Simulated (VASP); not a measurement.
# MgF2 (Pnnm) in VASP: single point with HSE06

Aim: the single point of MgF2 with HSE06.

Everything below comes from runs of VASP 6.6.1. Logs are shortened: lines on timing, memory, paths and dates and some standing lists are left out, and cuts for length are marked.

### 1 The cell of the first run

It takes space group Pnnm (No. 58, orthorhombic). Conventional cell: a = 4.582 Å, b = 4.622 Å, c = 3.046 Å, α = 90.00°, β = 90.00°, γ = 90.00°. Mg (site symmetry 2/m) has 6 F at 1.97 to 1.99 Å within 2.6 Å. Within 2.6 Å of F (site symmetry m) lie 3 Mg at 1.97 to 1.99 Å and 1 F at 2.57 Å.

### 2 Single point, HSE06 (uniaxial y strain -0.9%)

File POSCAR:

```
MgF2
1.0
    4.6218997681      0.0000000000      0.0000000000
    0.0000000000      4.5818804161      0.0000000000
    0.0000000000      0.0000000000      3.0461460127
Mg F
2 4
Direct
    0.5000000000      0.5000000000      0.5000000000
    0.0000000000      0.0000000000      0.0000000000
    0.8044592280      0.1986597024      0.5000000000
    0.1955407720      0.8013402976      0.5000000000
    0.3044592280      0.3013402976      0.0000000000
    0.6955407720      0.6986597024      0.0000000000
```

File INCAR.step1:

```
SYSTEM = MgF2
  PREC = Accurate
  ENCUT = 520
  EDIFF = 1E-5
  ISMEAR = 0
  SIGMA = 0.01
  LREAL = .FALSE.
  LASPH = .TRUE.
  NELM = 120
  ALGO = Normal
  ISIF = 2
  LWAVE = .TRUE.
  LCHARG = .FALSE.
  NBANDS = 25
  GGA = PE
  GGA_COMPAT = .FALSE.
  KPAR = 4
```

File INCAR.step2:

```
SYSTEM = MgF2
  PREC = Accurate
  ENCUT = 520
  EDIFF = 1E-6
  ISMEAR = 0
  SIGMA = 0.01
  LREAL = .FALSE.
  LASPH = .TRUE.
  NELM = 120
  ALGO = Normal
  ISIF = 2
  LWAVE = .FALSE.
  LCHARG = .FALSE.
  GGA = PE
  LHFCALC = .TRUE.
  HFSCREEN = 0.2079
  PRECFOCK = Normal
  NBANDS = 25
  ISTART = 1
  GGA_COMPAT = .FALSE.
  KPAR = 4
```

File KPOINTS:

```
Automatic mesh
0
G
  4 4 6
  0 0 0
```

Potentials or basis: VASP PAW PBE potentials, release 64 (Mg, F).

Started as:

```bash
> cat potpaw_PBE.64/Mg/POTCAR potpaw_PBE.64/F/POTCAR > POTCAR
> cp INCAR.step1 INCAR
> mpirun -np 4 vasp_std > vasp.out
> cp INCAR.step2 INCAR
> mpirun -np 4 vasp_std > vasp.out
```

OUTCAR:

```text
SYSTEM = MgF2
   PREC = Accurate
   ENCUT = 520
   EDIFF = 1E-6
   ISMEAR = 0
   LREAL = .FALSE.
   LASPH = .TRUE.
   NELM = 120
   ISIF = 2
   GGA = PE
   LHFCALC = .TRUE.
   HFSCREEN = 0.2079
   PRECFOCK = Normal
   ISTART = 1

 ion  position               nearest neighbor table
   1  0.500  0.500  0.500-   3 1.97   4 1.97   5 1.99   6 1.99   5 1.99   6 1.99   2 3.59   2 3.59
                             2 3.59   2 3.59   2 3.59   2 3.59   2 3.59   2 3.59
   2  0.000  0.000  0.000-   5 1.97   6 1.97   3 1.99   4 1.99   3 1.99   4 1.99   1 3.59   1 3.59
                             1 3.59   1 3.59   1 3.59   1 3.59   1 3.59   1 3.59
   3  0.804  0.199  0.500-   1 1.97   2 1.99   2 1.99
   4  0.196  0.801  0.500-   1 1.97   2 1.99   2 1.99
   5  0.304  0.301  0.000-   2 1.97   1 1.99   1 1.99
   6  0.696  0.699  0.000-   2 1.97   1 1.99   1 1.99

  LATTYP: Found a simple orthorhombic cell.
 ALAT       =     3.0461460127
 B/A-ratio  =     1.5041565299
 C/A-ratio  =     1.5172942298

  Lattice vectors:

 A1 = (   0.0000000000,   0.0000000000,  -3.0461460127)
 A2 = (   0.0000000000,   4.5818804161,   0.0000000000)
 A3 = (   4.6218997681,   0.0000000000,   0.0000000000)

Analysis of symmetry for initial positions (statically):
=====================================================================
 Subroutine PRICEL returns:
 Original cell was already a primitive cell.

 Routine SETGRP: Setting up the symmetry group for a
 simple orthorhombic supercell.

 Subroutine GETGRP returns: Found  8 space group operations
 (whereof  4 operations were pure point group operations)
 out of a pool of  8 trial point group operations.

The static configuration has the point symmetry C_2h.
 The point group associated with its full space group is D_2h.

Analysis of symmetry for dynamics (positions and initial velocities):
=====================================================================
 Subroutine PRICEL returns:
 Original cell was already a primitive cell.

 Routine SETGRP: Setting up the symmetry group for a
 simple orthorhombic supercell.

 Subroutine GETGRP returns: Found  8 space group operations
 (whereof  4 operations were pure point group operations)
 out of a pool of  8 trial point group operations.

The dynamic configuration has the point symmetry C_2h.
 The point group associated with its full space group is D_2h.

 Subroutine INISYM returns: Found  8 space group operations
 (whereof  4 operations are pure point group operations),
 and found     1 'primitive' translations

----------------------------------------------------------------------------------------

                                     Primitive cell

  volume of cell :      64.5082

  direct lattice vectors                    reciprocal lattice vectors
     4.621899768  0.000000000  0.000000000     0.216361248  0.000000000  0.000000000
     0.000000000  4.581880416  0.000000000     0.000000000  0.218251004  0.000000000
     0.000000000  0.000000000  3.046146013     0.000000000  0.000000000  0.328283672

  length of vectors
     4.621899768  4.581880416  3.046146013     0.216361248  0.218251004  0.328283672

  position of ions in fractional coordinates (direct lattice)
     0.500000000  0.500000000  0.500000000
     0.000000000  0.000000000  0.000000000
     0.804459228  0.198659702  0.500000000
     0.195540772  0.801340298  0.500000000
     0.304459228  0.301340298  0.000000000
     0.695540772  0.698659702  0.000000000

  ion indices of the primitive-cell ions
   primitive index   ion index
                 1           1
                 2           2
                 3           3
                 4           4
                 5           5
                 6           6

----------------------------------------------------------------------------------------

 KPOINTS: Automatic mesh

Automatic generation of k-mesh.
 Grid dimensions read from file:
 generate k-points for:    4    4    6

 Generating k-lattice:

  Cartesian coordinates                     Fractional coordinates (reciprocal lattice)
     0.054090312  0.000000000  0.000000000     0.250000000  0.000000000  0.000000000
     0.000000000  0.054562751  0.000000000     0.000000000  0.250000000  0.000000000
     0.000000000  0.000000000  0.054713945     0.000000000  0.000000000  0.166666667

  Length of vectors
     0.054090312  0.054562751  0.054713945

  Shift w.r.t. Gamma in fractional coordinates (k-lattice)
     0.000000000  0.000000000  0.000000000

 Subroutine IBZKPT returns following result:
 ===========================================

 Found     36 irreducible k-points:

 Following reciprocal coordinates:
            Coordinates               Weight
  0.000000  0.000000  0.000000      1.000000
  0.250000  0.000000  0.000000      2.000000
  0.500000  0.000000  0.000000      1.000000
  0.000000  0.250000  0.000000      2.000000
  0.250000  0.250000  0.000000      4.000000
  0.500000  0.250000  0.000000      2.000000
[... 16 lines left out ...]
  0.250000  0.250000  0.333333      8.000000
  0.500000  0.250000  0.333333      4.000000
 [... further k-points ...]
   k-points           NKPTS =     36   k-points in BZ     NKDIM =     96   number of bands    NBANDS=     25
   number of dos      NEDOS =    301   number of ions     NIONS =      6
   total plane-waves  NPLWV =  31104
   dimension x,y,z NGX =    36 NGY =   36 NGZ =   24
   dimension x,y,z NGXF=    72 NGYF=   72 NGZF=   48
   ions per type =               2   4
   NGX,Y,Z   is equivalent  to a cutoff of  12.95, 13.06, 13.10 a.u.
   NGXF,Y,Z  is equivalent  to a cutoff of  25.90, 26.12, 26.20 a.u.
 SYSTEM =  MgF2
   PREC   = accura    normal or accurate (medium, high low for compatibility)
   ISTART =      1    job   : 0-new  1-cont  2-samecut
   ICHARG =      0    charge: 1-file 2-atom 10-const
   ISPIN  =      1    spin polarized calculation?
   LNONCOLLINEAR =      F non collinear calculations
   LSORBIT =      F    spin-orbit coupling
   LASPH  =      T    aspherical Exc in radial PAW
   ENCUT  =  520.0 eV  38.22 Ry    6.18 a.u.   8.59  8.52  5.66*2*pi/ulx,y,z
   NELM   =    120;   NELMIN=  2; NELMDL=  0     # of ELM steps
   EDIFF  = 0.1E-05   stopping-criterion for ELM
   LREAL  =      F    real-space projection
   EDIFFG = 0.1E-04   stopping-criterion for IOM
   NSW    =      0    number of steps for IOM
   IBRION =     -1    ionic relax: 0-MD 1-quasi-New 2-CG
   NFREE  =      0    steps in history (QN), initial steepest desc. (CG)
   ISIF   =      2    stress and relaxation
   ISYM   =      3    0-nonsym 1-usesym 2-fastsym
   POTIM  = 0.5000    time-step for ionic-motion
   TEBEG  =    0.0;   TEEND  =   0.0 temperature during run
   PSTRESS=    0.0 pullay stress
   NELECT =      32.0000    total number of electrons
   NUPDOWN=      -1.0000    fix difference up-down
   EMIN   =  10.00;   EMAX   =-10.00  energy-range for DOS
   EFERMI =   0.00;   METHOD = LEGACY
   ISMEAR =     0;   SIGMA  =   0.01  broadening in eV -4-tet -1-fermi 0-gaus
   EFERMI_NEDOS =   21; number of points for ismear=-14 and -15
   IALGO  =     38    algorithm
   IMIX   =      1    mixing-type and parameters
     AMIX     =   0.40;   BMIX     =  1.00
     AMIX_MAG =   1.60;   BMIX_MAG =  1.00
  volume/ion in A,a.u.               =      10.75        72.55
  Fermi-wavevector in a.u.,A,eV,Ry     =   1.295945  2.448981 22.850615  1.679473
  Thomas-Fermi vector in A             =   2.427432
   LORBIT       =      0    0 simple, 1 ext, 2 COOP (PROOUT), +10 PAW based schemes
   GGA     = PE    functional components
   LHFCALC =     T    Hartree Fock is set to
   PRECFOCK=normal    Normal, Fast or Accurate (Low or Medium for compatibility)
   ENCUT4O =  -1.0   cutoff for four orbital integrals eV
   NKREDX  =     1    reduce k-point grid by
   NKREDY  =     1    reduce k-point grid by
   NKREDZ  =     1    reduce k-point grid by
   AEXX    =    0.2500 exact exchange contribution
   HFSCREEN=    0.2079 screening length (either q_TF or 0.3 A-1)
   HFSCREENC=   0.2079 screening length for correlation (either q_TF or 0.3 A-1)
   ENCUTFOCK=  -1.0 apply spherical cutoff to Coloumb kernel
   IVDW    =     0    specifies the selected vdW correction
   LEPSILON=     F    determine dielectric tensor
   LRPA    =     F    only Hartree local field effects (RPA)
 non-spin polarized calculation
 Gauss-broadening in eV      SIGMA  =   0.01
  energy-cutoff  :      520.00
  volume of cell :       64.51
 maximum number of plane-waves:      1759
 NGX is ok and might be reduce to    36
  NGX = 28; NGY = 28; NGZ = 18

 number of electron      32.0000030 magnetization

 Free energy of the ion-electron system (eV)
  ---------------------------------------------------
  ext. energy  EPLUGINS =         0.00000000
  ---------------------------------------------------
  free energy    TOTEN  =       -38.30232734 eV

  energy without entropy =      -38.30232734  energy(sigma->0) =      -38.30232734

 E-fermi :  -2.8507     XC(G=0):  -8.0276

 val. band max:       -2.9140620686   @ k =   0.0000   0.0000   0.0000
 cond. band min:       6.5526616575   @ k =   0.0000   0.0000   0.0000
 fundamental gap:      9.4667237260
 Fermi energy:        -2.8506512780

 k-point     1 :       0.0000    0.0000    0.0000
  band No.  band energies     occupation
      1     -25.2604      2.00000
      2     -24.4155      2.00000
      3     -24.4010      2.00000
      4     -24.3099      2.00000
      5      -7.1264      2.00000
      6      -5.5496      2.00000
[... 17 lines left out ...]
     24      18.4737      0.00000
     25      18.5158      0.00000

 k-point     2 :       0.2500    0.0000    0.0000
  band No.  band energies     occupation
      1     -25.1574      2.00000
      2     -24.5904      2.00000
      3     -24.3733      2.00000
      4     -24.2790      2.00000
      5      -6.8896      2.00000
      6      -5.6532      2.00000
[... 17 lines left out ...]
     24      17.9187      0.00000
     25      18.4694      0.00000

 k-point     3 :       0.5000    0.0000    0.0000
  band No.  band energies     occupation
      1     -24.8933      2.00000
      2     -24.8933      2.00000
      3     -24.3131      2.00000
      4     -24.3131      2.00000
      5      -6.3377      2.00000
      6      -6.3377      2.00000
[... 17 lines left out ...]
     24      17.3517      0.00000
     25      18.1975      0.00000

 k-point     4 :       0.0000    0.2500    0.0000
  band No.  band energies     occupation
      1     -25.1552      2.00000
      2     -24.5785      2.00000
      3     -24.3862      2.00000
      4     -24.2808      2.00000
      5      -6.8936      2.00000
      6      -5.6721      2.00000
[... 17 lines left out ...]
     24      17.9324      0.00000
     25      18.4850      0.00000

 k-point     5 :       0.2500    0.2500    0.0000
  band No.  band energies     occupation
      1     -25.0633      2.00000
      2     -24.6137      2.00000
      3     -24.4370      2.00000
      4     -24.2983      2.00000
      5      -6.6882      2.00000
      6      -5.7861      2.00000
[... 17 lines left out ...]
     24      18.2279      0.00000
     25      18.2794      0.00000

 k-point     6 :       0.5000    0.2500    0.0000
  band No.  band energies     occupation
      1     -24.8345      2.00000
      2     -24.8345      2.00000
      3     -24.3773      2.00000
      4     -24.3773      2.00000
      5      -6.2302      2.00000
      6      -6.2302      2.00000
[... 17 lines left out ...]
     24      17.5048      0.00000
     25      18.3082      0.00000
[... 393 lines left out ...]
 k-point    21 :       0.5000    0.0000    0.3333
  band No.  band energies     occupation
      1     -24.6769      2.00000
      2     -24.6769      2.00000
      3     -24.3386      2.00000
      4     -24.3386      2.00000
      5      -5.9932      2.00000
      6      -5.9932      2.00000
[... 17 lines left out ...]
     24      15.7205      0.00000
     25      17.2048      0.00000

 k-point    22 :       0.0000    0.2500    0.3333
  band No.  band energies     occupation
      1     -24.8408      2.00000
      2     -24.4983      2.00000
      3     -24.3478      2.00000
      4     -24.3417      2.00000
      5      -6.3697      2.00000
      6      -5.7577      2.00000
[... 17 lines left out ...]
     24      16.3083      0.00000
     25      17.1875      0.00000

 k-point    23 :       0.2500    0.2500    0.3333
  band No.  band energies     occupation
      1     -24.7847      2.00000
      2     -24.5301      2.00000
      3     -24.3717      2.00000
      4     -24.3425      2.00000
      5      -6.4640      2.00000
      6      -6.1304      2.00000
[... 17 lines left out ...]
     24      16.4087      0.00000
     25      16.9144      0.00000

 k-point    24 :       0.5000    0.2500    0.3333
  band No.  band energies     occupation
      1     -24.6501      2.00000
      2     -24.6501      2.00000
      3     -24.3643      2.00000
      4     -24.3643      2.00000
      5      -6.4228      2.00000
      6      -6.4228      2.00000
[... 17 lines left out ...]
     24      16.1202      0.00000
     25      17.3404      0.00000

 [... further k-points ...]
[... 5 lines left out ...]
  --------------------------------------------------------------------------------------
  -------------------------------------------------------------------------------------
  Total        0.6488954      0.8109689      0.5108654      0.0000000      0.0000000      0.0000000
  in kB       16.1164826     20.1418712     12.6882602      0.0000000      0.0000000      0.0000000
  external PRESSURE =      16.3155380 kB  Pullay stress =       0.0000000 kB

 VOLUME and BASIS-vectors are now :
 -----------------------------------------------------------------------------
  energy-cutoff  :      520.00
  volume of cell :       64.51
      direct lattice vectors                 reciprocal lattice vectors
     4.621899768  0.000000000  0.000000000     0.216361248  0.000000000  0.000000000
     0.000000000  4.581880416  0.000000000     0.000000000  0.218251004  0.000000000
     0.000000000  0.000000000  3.046146013     0.000000000  0.000000000  0.328283672

 POSITION                                       TOTAL-FORCE (eV/Angst)
 -----------------------------------------------------------------------------------
      2.31095      2.29094      1.52307         0.000000      0.000000      0.000000
      0.00000      0.00000      0.00000         0.000000      0.000000      0.000000
      3.71813      0.91023      1.52307         0.009519     -0.011064      0.000000
      0.90377      3.67165      1.52307        -0.009519      0.011064      0.000000
      1.40718      1.38071      0.00000         0.009519      0.011064      0.000000
      3.21472      3.20118      0.00000        -0.009519     -0.011064      0.000000
 -----------------------------------------------------------------------------------
    total drift:                               -0.000267     -0.000221      0.000076

  FREE ENERGIE OF THE ION-ELECTRON SYSTEM (eV)
  ---------------------------------------------------
  free  energy   TOTEN  =       -38.3023273369 eV

  energy  without entropy=      -38.3023273369  energy(sigma->0) =      -38.30232734
```

Wall time 61 min (4 MPI ranks of Intel Xeon Platinum 8175M at 2.50GHz (Skylake/Cascade Lake), shared host); peak memory 0.33 GiB.

Results:

| Quantity | Value |
| --- | --- |
| Free energy | -38.3023 eV |
| Pressure | 1.6 GPa |
| Largest force | 0.015 eV/Å |
| Band gap on the k mesh | 9.47 eV |

Forces on the atoms (eV/Å):
```
Mg   0.000  0.000  0.000
Mg   0.000  0.000  0.000
F    0.010 -0.011  0.000
F   -0.010  0.011  0.000
F    0.010  0.011  0.000
F   -0.010 -0.011  0.000
```

Levels at points of the mesh, in eV from the valence-band top:
```
           k point  band 13  band 14  band 15  band 16  band 17  band 18  band 19  band 20
(0.00, 0.00, 0.00)    -0.69    -0.30    -0.28     0.00     9.47    14.71    14.74    16.16
(0.50, 0.00, 0.00)    -0.95    -0.95    -0.38    -0.38    11.94    11.94    16.02    16.02
(0.00, 0.50, 0.00)    -0.97    -0.97    -0.39    -0.39    11.97    11.97    15.98    15.98
(0.50, 0.50, 0.00)    -0.94    -0.94    -0.82    -0.82    13.75    13.75    13.82    13.82
(0.00, 0.00, 0.50)    -1.22    -1.22    -0.90    -0.90    14.38    14.38    17.55    17.55
(0.50, 0.00, 0.50)    -0.73    -0.73    -0.72    -0.72    15.29    15.29    16.07    16.07
(0.00, 0.50, 0.50)    -0.74    -0.74    -0.68    -0.68    15.29    15.29    16.13    16.13
(0.50, 0.50, 0.50)    -0.65    -0.65    -0.48    -0.48    15.74    15.74    15.97    15.97
```

Caveat: the cell differs from its parent crystal (uniaxial y strain -0.9%); the PAW data sets were made with another functional, which shifts forces and pressure a little.
